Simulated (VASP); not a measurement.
# ScBSbP3 (P-6m2) in VASP: notebook

The runs below take ScBSbP3 through single point, with PBE.

Program: VASP 6.6.1. These are calculated values, not measurements. Logs are shortened: lines on timing, memory, paths and dates and some standing lists are left out, and cuts for length are marked.

### 1 The cell of the first run

It takes space group P-6m2 (No. 187, hexagonal). The conventional cell has a = 6.080 Å, b = 6.080 Å, c = 3.396 Å, α = 90.00°, β = 90.00°, γ = 120.00°. Within 4.5 Å of Sc (site symmetry -6m2) lie 2 Sc at 3.40 Å and 12 P at 3.50 Å and 3 Sb at 3.51 Å and 3 B at 3.51 Å. Within 2.9 Å of B (site symmetry -6m2) lie 6 P at 2.21 Å. Sb (site symmetry -6m2) has 6 P at 2.70 Å and 2 Sb at 3.40 Å and 3 Sc at 3.51 Å and 3 B at 3.51 Å within 3.6 Å. Within 2.9 Å of P (site symmetry mm2) lie 2 B at 2.21 Å and 2 P at 2.44 Å and 2 Sb at 2.70 Å.

The cell was built from a structure type or drawn by symmetry, and may not be a known phase.

### 2 Single point, PBE

INCAR reads:

```
SYSTEM = ScBSbP3
PREC = Accurate ; ENCUT = 520
EDIFF = 1E-6 ; ISMEAR = 0
SIGMA = 0.1 ; LREAL = .False.
LASPH = .True. ; NELM = 60
ALGO = Normal ; ISIF = 2
LWAVE = .False. ; LCHARG = .False.
GGA = PE ; NBANDS = 26
```

KPOINTS reads:

```
Automatic mesh
0
Gamma
  3 3 4
  0 0 0
```

POSCAR reads:

```
ScBSbP3
1.0
    6.0800704403      0.0000000000      0.0000000000
   -3.0400352201      5.2654954581      0.0000000000
    0.0000000000      0.0000000000      3.3960356591
Sc B Sb P
1 1 1 3
Direct
    0.0000000000      0.0000000000      0.0000000000
    0.3333333333      0.6666666667      0.0000000000
    0.6666666667      0.3333333333      0.0000000000
    0.0659703594      0.5329851797      0.5000000000
    0.4670148203      0.5329851797      0.5000000000
    0.4670148203      0.9340296406      0.5000000000
```

Potentials or basis: VASP PAW PBE potentials, release 64 (Sc_sv, B, Sb, P).

Command:

```bash
> cat potpaw_PBE.64/Sc_sv/POTCAR potpaw_PBE.64/B/POTCAR potpaw_PBE.64/Sb/POTCAR potpaw_PBE.64/P/POTCAR > POTCAR
> mpirun -np 1 vasp_std > vasp.out
```

OUTCAR:

```text
SYSTEM = ScBSbP3
   PREC = Accurate
   ENCUT = 520
   EDIFF = 1E-6
   ISMEAR = 0
   LREAL = .False.
   LASPH = .True.
   NELM = 60
   ISIF = 2
   GGA = PE

 ion  position               nearest neighbor table
   1  0.000  0.000  0.000-   3 3.51   3 3.51   3 3.51
   2  0.333  0.667  0.000-   6 2.21   6 2.21   4 2.21   4 2.21   5 2.21   5 2.21
   3  0.667  0.333  0.000-   6 2.70   6 2.70   4 2.70   4 2.70   5 2.70   5 2.70   1 3.51   1 3.51
                             1 3.51
   4  0.066  0.533  0.500-   2 2.21   2 2.21   5 2.44   6 2.44   3 2.70   3 2.70
   5  0.467  0.533  0.500-   2 2.21   2 2.21   6 2.44   4 2.44   3 2.70   3 2.70
   6  0.467  0.934  0.500-   2 2.21   2 2.21   5 2.44   4 2.44   3 2.70   3 2.70

  LATTYP: Found a hexagonal cell.
 ALAT       =     6.0800704403
 C/A-ratio  =     0.5585520254

  Lattice vectors:

 A1 = (   6.0800704403,   0.0000000000,   0.0000000000)
 A2 = (  -3.0400352201,   5.2654954581,   0.0000000000)
 A3 = (   0.0000000000,   0.0000000000,   3.3960356591)

Analysis of symmetry for initial positions (statically):
=====================================================================
 Subroutine PRICEL returns:
 Original cell was already a primitive cell.

 Routine SETGRP: Setting up the symmetry group for a
 hexagonal supercell.

 Subroutine GETGRP returns: Found 12 space group operations
 (whereof 12 operations were pure point group operations)
 out of a pool of 24 trial point group operations.

The static configuration has the point symmetry D_3h.

Analysis of symmetry for dynamics (positions and initial velocities):
=====================================================================
 Subroutine PRICEL returns:
 Original cell was already a primitive cell.

 Routine SETGRP: Setting up the symmetry group for a
 hexagonal supercell.

 Subroutine GETGRP returns: Found 12 space group operations
 (whereof 12 operations were pure point group operations)
 out of a pool of 24 trial point group operations.

The dynamic configuration has the point symmetry D_3h.

 Subroutine INISYM returns: Found 12 space group operations
 (whereof 12 operations are pure point group operations),
 and found     1 'primitive' translations

----------------------------------------------------------------------------------------

                                     Primitive cell

  volume of cell :     108.7227

  direct lattice vectors                    reciprocal lattice vectors
     6.080070440  0.000000000  0.000000000     0.164471779  0.094957826  0.000000000
    -3.040035220  5.265495458  0.000000000     0.000000000  0.189915651  0.000000000
     0.000000000  0.000000000  3.396035659     0.000000000  0.000000000  0.294460983

  length of vectors
     6.080070440  6.080070440  3.396035659     0.189915651  0.189915651  0.294460983

  position of ions in fractional coordinates (direct lattice)
     0.000000000  0.000000000  0.000000000
     0.333333333  0.666666667  0.000000000
     0.666666667  0.333333333  0.000000000
     0.065970359  0.532985180  0.500000000
     0.467014820  0.532985180  0.500000000
     0.467014820  0.934029641  0.500000000

  ion indices of the primitive-cell ions
   primitive index   ion index
                 1           1
                 2           2
                 3           3
                 4           4
                 5           5
                 6           6

----------------------------------------------------------------------------------------

 KPOINTS: Automatic mesh

Automatic generation of k-mesh.
 Grid dimensions read from file:
 generate k-points for:    3    3    4

 Generating k-lattice:

  Cartesian coordinates                     Fractional coordinates (reciprocal lattice)
     0.054823926  0.031652609  0.000000000     0.333333333  0.000000000  0.000000000
     0.000000000  0.063305217  0.000000000     0.000000000  0.333333333  0.000000000
     0.000000000  0.000000000  0.073615246     0.000000000  0.000000000  0.250000000

  Length of vectors
     0.063305217  0.063305217  0.073615246

  Shift w.r.t. Gamma in fractional coordinates (k-lattice)
     0.000000000  0.000000000  0.000000000

 Subroutine IBZKPT returns following result:
 ===========================================

 Found      9 irreducible k-points:

 Following reciprocal coordinates:
            Coordinates               Weight
  0.000000  0.000000  0.000000      1.000000
  0.333333  0.000000  0.000000      6.000000
  0.333333  0.333333  0.000000      2.000000
  0.000000  0.000000  0.250000      2.000000
  0.333333  0.000000  0.250000     12.000000
  0.333333  0.333333  0.250000      4.000000
  0.000000  0.000000  0.500000      1.000000
  0.333333  0.000000  0.500000      6.000000
  0.333333  0.333333  0.500000      2.000000
   k-points           NKPTS =      9   k-points in BZ     NKDIM =      9   number of bands    NBANDS=     26
   number of dos      NEDOS =    301   number of ions     NIONS =      6
   total plane-waves  NPLWV =  64512
   dimension x,y,z NGX =    48 NGY =   48 NGZ =   28
   dimension x,y,z NGXF=    96 NGYF=   96 NGZF=   56
   ions per type =               1   1   1   3
   NGX,Y,Z   is equivalent  to a cutoff of  13.12, 13.12, 13.71 a.u.
   NGXF,Y,Z  is equivalent  to a cutoff of  26.25, 26.25, 27.41 a.u.
 SYSTEM =  ScBSbP3
   PREC   = accura    normal or accurate (medium, high low for compatibility)
   ISTART =      0    job   : 0-new  1-cont  2-samecut
   ICHARG =      2    charge: 1-file 2-atom 10-const
   ISPIN  =      1    spin polarized calculation?
   LNONCOLLINEAR =      F non collinear calculations
   LSORBIT =      F    spin-orbit coupling
   LASPH  =      T    aspherical Exc in radial PAW
   ENCUT  =  520.0 eV  38.22 Ry    6.18 a.u.  11.30 11.30  6.31*2*pi/ulx,y,z
   NELM   =     60;   NELMIN=  2; NELMDL= -5     # of ELM steps
   EDIFF  = 0.1E-05   stopping-criterion for ELM
   LREAL  =      F    real-space projection
   EDIFFG = 0.1E-04   stopping-criterion for IOM
   NSW    =      0    number of steps for IOM
   IBRION =     -1    ionic relax: 0-MD 1-quasi-New 2-CG
   NFREE  =      0    steps in history (QN), initial steepest desc. (CG)
   ISIF   =      2    stress and relaxation
   ISYM   =      2    0-nonsym 1-usesym 2-fastsym
   POTIM  = 0.5000    time-step for ionic-motion
   TEBEG  =    0.0;   TEEND  =   0.0 temperature during run
   PSTRESS=    0.0 pullay stress
   NELECT =      34.0000    total number of electrons
   NUPDOWN=      -1.0000    fix difference up-down
   EMIN   =  10.00;   EMAX   =-10.00  energy-range for DOS
   EFERMI =   0.00;   METHOD = LEGACY
   ISMEAR =     0;   SIGMA  =   0.10  broadening in eV -4-tet -1-fermi 0-gaus
   EFERMI_NEDOS =   21; number of points for ismear=-14 and -15
   IALGO  =     38    algorithm
   IMIX   =      4    mixing-type and parameters
     AMIX     =   0.40;   BMIX     =  1.00
     AMIX_MAG =   1.60;   BMIX_MAG =  1.00
  volume/ion in A,a.u.               =      18.12       122.28
  Fermi-wavevector in a.u.,A,eV,Ry     =   1.111206  2.099874 16.800174  1.234778
  Thomas-Fermi vector in A             =   2.247766
   LORBIT       =      0    0 simple, 1 ext, 2 COOP (PROOUT), +10 PAW based schemes
   GGA     = PE    functional components
   LHFCALC =     F    Hartree Fock is set to
   AEXX    =    0.0000 exact exchange contribution
   IVDW    =     0    specifies the selected vdW correction
   LEPSILON=     F    determine dielectric tensor
   LRPA    =     F    only Hartree local field effects (RPA)
 non-spin polarized calculation
 Gauss-broadening in eV      SIGMA  =   0.10
  energy-cutoff  :      520.00
  volume of cell :      108.72
 maximum number of plane-waves:      2941
 NGX is ok and might be reduce to    48
   NGX = 23   NGY = 23   NGZ = 13

 number of electron      33.9999997 magnetization

 Free energy of the ion-electron system (eV)
  ---------------------------------------------------
  ext. energy  EPLUGINS =         0.00000000
  ---------------------------------------------------
  free energy    TOTEN  =       -29.67615070 eV

  energy without entropy =      -29.64380691  energy(sigma->0) =      -29.65997881

 E-fermi :   7.4841     XC(G=0): -10.4042

 val. band max:        7.4730611723   @ k =   0.3333   0.3333   0.2500
 cond. band min:       7.5340903967   @ k =   0.3333   0.0000   0.0000
 fundamental gap:      0.0610292244
 Fermi energy:         7.4840750219

 k-point     1 :       0.0000    0.0000    0.0000
  band No.  band energies     occupation
      1     -43.2848      2.00000
      2     -21.9562      2.00000
      3     -21.9562      2.00000
      4     -21.6543      2.00000
      5      -8.1805      2.00000
      6      -3.9627      2.00000
[... 18 lines left out ...]
     25       9.0432      0.00000
     26      10.2914      0.00000

 k-point     2 :       0.3333    0.0000    0.0000
  band No.  band energies     occupation
      1     -43.2848      2.00000
      2     -21.9566      2.00000
      3     -21.9563      2.00000
      4     -21.6543      2.00000
      5      -7.9286      2.00000
      6      -5.5205      2.00000
[... 18 lines left out ...]
     25      10.1059      0.00000
     26      10.1301      0.00000

 k-point     3 :       0.3333    0.3333    0.0000
  band No.  band energies     occupation
      1     -43.2848      2.00000
      2     -21.9566      2.00000
      3     -21.9565      2.00000
      4     -21.6543      2.00000
      5      -7.7561      2.00000
      6      -5.9435      2.00000
[... 137 lines left out ...]
 k-point     8 :       0.3333    0.0000    0.5000
  band No.  band energies     occupation
      1     -43.2738      2.00000
      2     -21.9432      2.00000
      3     -21.9430      2.00000
      4     -21.7847      2.00000
      5      -6.5537      2.00000
      6      -2.9690      2.00000
[... 18 lines left out ...]
     25      10.1230      0.00000
     26      10.8668      0.00000

 k-point     9 :       0.3333    0.3333    0.5000
  band No.  band energies     occupation
      1     -43.2738      2.00000
      2     -21.9432      2.00000
      3     -21.9431      2.00000
      4     -21.7847      2.00000
      5      -6.4852      2.00000
      6      -3.2440      2.00000
[... 18 lines left out ...]
     25      10.6685      0.00000
     26      12.0852      0.00000

------------------------ aborting loop because EDIFF is reached ----------------------------------------

  FORCE on cell =-STRESS in cart. coord.  units (eV):
  Direction    XX          YY          ZZ          XY          YZ          ZX
  --------------------------------------------------------------------------------------
  -------------------------------------------------------------------------------------
  Total       -0.1079661     -0.1079661     -0.0616171     -0.0000000      0.0000000      0.0000000
  in kB       -1.5910279     -1.5910279     -0.9080127     -0.0000000      0.0000000      0.0000000
  external PRESSURE =      -1.3633562 kB  Pullay stress =       0.0000000 kB

 VOLUME and BASIS-vectors are now :
 -----------------------------------------------------------------------------
  energy-cutoff  :      520.00
  volume of cell :      108.72
      direct lattice vectors                 reciprocal lattice vectors
     6.080070440  0.000000000  0.000000000     0.164471779  0.094957826  0.000000000
    -3.040035220  5.265495458  0.000000000     0.000000000  0.189915651  0.000000000
     0.000000000  0.000000000  3.396035659     0.000000000  0.000000000  0.294460983

 POSITION                                       TOTAL-FORCE (eV/Angst)
 -----------------------------------------------------------------------------------
      0.00000      0.00000      0.00000        -0.000000      0.000000      0.000000
     -0.00000      3.51033      0.00000        -0.000000      0.000000      0.000000
      3.04004      1.75517      0.00000        -0.000000      0.000000      0.000000
     -1.21919      2.80643      1.69802         0.048067      0.027752     -0.000000
      1.21919      2.80643      1.69802        -0.048067      0.027752     -0.000000
      0.00000      4.91813      1.69802        -0.000000     -0.055503     -0.000000
 -----------------------------------------------------------------------------------
    total drift:                               -0.000000      0.000000      0.000000

  FREE ENERGIE OF THE ION-ELECTRON SYSTEM (eV)
  ---------------------------------------------------
  free  energy   TOTEN  =       -29.6761507017 eV

  energy  without entropy=      -29.6438069088  energy(sigma->0) =      -29.65997881
```

It took 55 s on 1 thread of Intel Xeon 8259CL, shared host; peak memory 0.25 GiB.

What came out:

* Free energy: -29.6762 eV
* Pressure: -0.1 GPa
* Largest force: 0.056 eV/Å
* Band gap on the k mesh: zero (bands 17 and 18 overlap by 0.52 eV)

Forces in eV/Å, atoms in the order of the input:
```
Sc   0.000  0.000  0.000
B    0.000  0.000  0.000
Sb   0.000  0.000  0.000
P    0.048  0.028  0.000
P   -0.048  0.028  0.000
P    0.000 -0.056  0.000
```

Caveat: the k points lie up to 0.46 Å⁻¹ apart, too coarse for converged energies and pressures of a metal; spin-orbit coupling is left out, which moves the levels of the heavy elements.

### 3 Single point, PBE

This run uses another cell than the first one, of 19.94 Å³/atom.

INCAR reads:

```
SYSTEM = ScBSbP3
PREC = Accurate
ENCUT = 520
EDIFF = 1E-6
ISMEAR = 0
SIGMA = 0.1
LREAL = .FALSE.
LASPH = .TRUE.
NELM = 80
ALGO = Normal
ISIF = 2
LWAVE = .FALSE.
LCHARG = .FALSE.
GGA = PE
NBANDS = 26
```

KPOINTS reads:

```
Automatic mesh
0
G
  3 3 4
  0 0 0
```

POSCAR reads:

```
ScBSbP3
1.0
    6.0509063800      0.0000000000      0.0000000000
   -3.0254531900      5.2402386400      0.0000000000
    0.0000000000      0.0000000000      3.7737384300
Sc B Sb P
1 1 1 3
Direct
    0.0000000000      0.0000000000      0.0000000000
    0.3333333300      0.6666666700      0.0000000000
    0.6666666700      0.3333333300      0.0000000000
    0.0129650000      0.5064825000      0.5000000000
    0.4935175000      0.5064825000      0.5000000000
    0.4935175000      0.9870350000      0.5000000000
```

Potentials or basis: VASP PAW PBE potentials, release 64 (Sc_sv, B, Sb, P).

Command:

```bash
> cat potpaw_PBE.64/Sc_sv/POTCAR potpaw_PBE.64/B/POTCAR potpaw_PBE.64/Sb/POTCAR potpaw_PBE.64/P/POTCAR > POTCAR
> mpirun -np 1 vasp_std > vasp.out
```

Run time: 69 s. Hardware: 1 thread of Intel Xeon 8259CL, shared host; peak memory 0.25 GiB.

It converged, with:

```yaml
Free_energy: -28.3495 eV
Pressure: -5.8 GPa
Largest_force: 2.243 eV/Å
Band_gap_on_the_k_mesh: zero (bands 17 and 18 overlap by 1.21 eV)
```

Forces in eV/Å, atoms in the order of the input:
```
Sc   0.000  0.000  0.000
B    0.000  0.000  0.000
Sb   0.000  0.000  0.000
P    1.943  1.122  0.000
P   -1.943  1.122  0.000
P    0.000 -2.243  0.000
```

Stress tensor (GPa, compression positive):
```
-5.39  0.00  0.00
 0.00 -5.39  0.00
 0.00  0.00 -6.48
```

Levels at points of the mesh, in eV from the Fermi level:
```
           k point  band 15  band 16  band 17  band 18  band 19  band 20
(0.00, 0.00, 0.00)    -0.38    -0.24     0.22     0.22     0.70     0.87
(0.00, 0.00, 0.50)    -0.80    -0.80     0.73     1.11     1.11     1.19
```

Caveat: the k points lie up to 0.42 Å⁻¹ apart, too coarse for converged energies and pressures of a metal; spin-orbit coupling is left out, which moves the levels of the heavy elements; forces of over 1 eV/Å act on the atoms, so gaps and moduli don't describe the material at rest.

### 4 Single point, PBE

This run uses another cell than the first one, of 18.57 Å³/atom.

INCAR, as its differences from that of step 3:

```diff
@@ -8,3 +8,3 @@
 LASPH = .TRUE.
-NELM = 80
+NELM = 100
 ALGO = Normal
```

KPOINTS reads:

```
Automatic mesh
0
G
  3 3 6
  0 0 0
```

POSCAR reads:

```
ScBSbP3
1.0
    6.4689482243      0.0000000000      0.0000000000
   -3.2344741121      5.6022734980      0.0000000000
    0.0000000000      0.0000000000      3.0737826830
Sc B Sb P
1 1 1 3
Direct
    0.0000000000      0.0000000000      0.0000000000
    0.3333333333      0.6666666667      0.0000000000
    0.6666666667      0.3333333333      0.0000000000
    0.0688838763      0.5344419382      0.5000000000
    0.4655580618      0.5344419382      0.5000000000
    0.4655580618      0.9311161237      0.5000000000
```

Command:

```bash
> cat potpaw_PBE.64/Sc_sv/POTCAR potpaw_PBE.64/B/POTCAR potpaw_PBE.64/Sb/POTCAR potpaw_PBE.64/P/POTCAR > POTCAR
> mpirun -np 1 vasp_std > vasp.out
```

Run time: 47 s. Hardware: 1 thread of Intel Xeon 8259CL, shared host; peak memory 0.24 GiB.

The run converged. Its results:

* Free energy: -30.0612 eV
* Pressure: 0.0 GPa
* Largest force: 0.038 eV/Å
* Band gap on the k mesh: zero (bands 17 and 18 overlap by 1.25 eV)

Forces on the atoms (eV/Å):
```
Sc   0.000  0.000  0.000
B    0.000  0.000  0.000
Sb   0.000  0.000  0.000
P    0.033  0.019  0.000
P   -0.033  0.019  0.000
P    0.000 -0.038  0.000
```

Stress tensor (GPa, compression positive):
```
-0.01  0.00  0.00
 0.00 -0.01  0.00
 0.00  0.00  0.09
```

Levels at points of the mesh, in eV from the Fermi level:
| k point | band 13 | band 14 | band 15 | band 16 | band 17 | band 18 | band 19 | band 20 | band 21 | band 22 |
| --- | --- | --- | --- | --- | --- | --- | --- | --- | --- | --- |
| (0.00, 0.00, 0.00) | -1.06 | -0.95 | -0.95 | 0.48 | 0.61 | 0.61 | 0.73 | 1.74 | 1.74 | 2.13 |
| (0.00, 0.00, 0.50) | -3.51 | -3.51 | -1.20 | -1.20 | -0.30 | 0.42 | 0.42 | 1.37 | 1.39 | 1.39 |

Caveat: the k points lie up to 0.37 Å⁻¹ apart, too coarse for converged energies and pressures of a metal; spin-orbit coupling is left out, which moves the levels of the heavy elements.

### 5 The runs side by side

| cell | k mesh | gap on the mesh (eV) | pressure (GPa) | largest force (eV/Å) |
| --- | --- | --- | --- | --- |
| a = 6.080, b = 6.080, c = 3.396 Å, angles 90.0, 90.0, 120.0°, 6 atoms, atomic positions A | 3 × 3 × 4 | none | -0.1 | 0.06 |
| a = 6.051, b = 6.051, c = 3.774 Å, angles 90.0, 90.0, 120.0°, 6 atoms, atomic positions B | 3 × 3 × 4 | none | -5.8 | 2.24 |
| a = 6.469, b = 6.469, c = 3.074 Å, angles 90.0, 90.0, 120.0°, 6 atoms, atomic positions C | 3 × 3 × 6 | none | 0.0 | 0.04 |

Alike in all rows: task single point; level PBE; potentials or basis VASP PAW PBE potentials, release 64 (Sc_sv, B, Sb, P); no spin polarisation; cutoff (eV) 520; smearing gaussian 0.1 eV.

Caveats: all runs use coarse meshes; spin-orbit coupling is left out, which moves the levels of the heavy elements; forces of over 1 eV/Å act on the atoms, so gaps and moduli don't describe the material at rest (at least some runs).

Absolute energies hang on the potentials; compare differences alone.
